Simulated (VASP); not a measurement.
Wanted: the native input for a VASP 6.6.1 run.

```yaml
Task: relaxation of cell and atoms
Functional: PBE
Potentials_or_basis: VASP PAW PBE potentials, release 64 (Si, C)
Cutoff: 600 eV
k_mesh: 12 × 12 × 6
Occupations: gaussian, width 0.02 eV
Spin: no spin polarisation
Dipole_correction: no
Further_INCAR_settings: ALGO = Normal; EDIFF = 1e-07; IBRION = 2; EDIFFG = -0.005; NSW = 100; ISIF = 3
```

The structure of SiC lies in POSCAR:

```
SiC
1.0
    3.0815710000      0.0000000000      0.0000000000
   -1.5407860000      2.6687190000      0.0000000000
    0.0000000000      0.0000000000      5.0321850000
Si C
2 2
Direct
    0.0000000000      0.0000000000      0.0000000000
    0.3333333300      0.6666666700      0.5000000000
    0.0000000000      0.0000000000      0.3750000000
    0.3333333300      0.6666666700      0.8750000000
```

These files were run (other wordings do the same):

INCAR

```
SYSTEM = SiC
  PREC = Accurate
  ENCUT = 600
  EDIFF = 1E-7
  ISMEAR = 0
  SIGMA = 0.02
  LREAL = .False.
  LASPH = .True.
  NELM = 80
  ALGO = Normal
  ISIF = 3
  LWAVE = .False.
  LCHARG = .False.
  GGA = PE
  IBRION = 2
  NSW = 100
  EDIFFG = -0.005
```

KPOINTS

```
regular mesh
0
Gamma
  12 12 6
  0 0 0
```

Potentials or basis: VASP PAW PBE potentials, release 64 (Si, C).

The run is started by

```sh
$ cat potpaw_PBE.64/Si/POTCAR potpaw_PBE.64/C/POTCAR > POTCAR
$ mpirun -np 1 vasp_std > vasp.out
```

It gave:

The relaxed volume is 10.50 Å³/atom and the relaxed cell is a = 3.091 Å, b = 3.091 Å, c = 5.073 Å, α = 90.00°, β = 90.00°, γ = 120.00°. The space group after relaxing (to 0.05 Å) is P6_3mc (No. 186). The energy gained by relaxing is 1.9 meV/atom. The ionic steps are 7 and the pressure after relaxing is 0.0 GPa. The band gap on the k mesh is 2.30 eV, indirect (least direct gap 3.94 eV).

It took 94 s on 1 thread of Intel(R) Xeon(R) 6975P-C (Granite Rapids), on a shared host, peak memory 0.2 GiB.
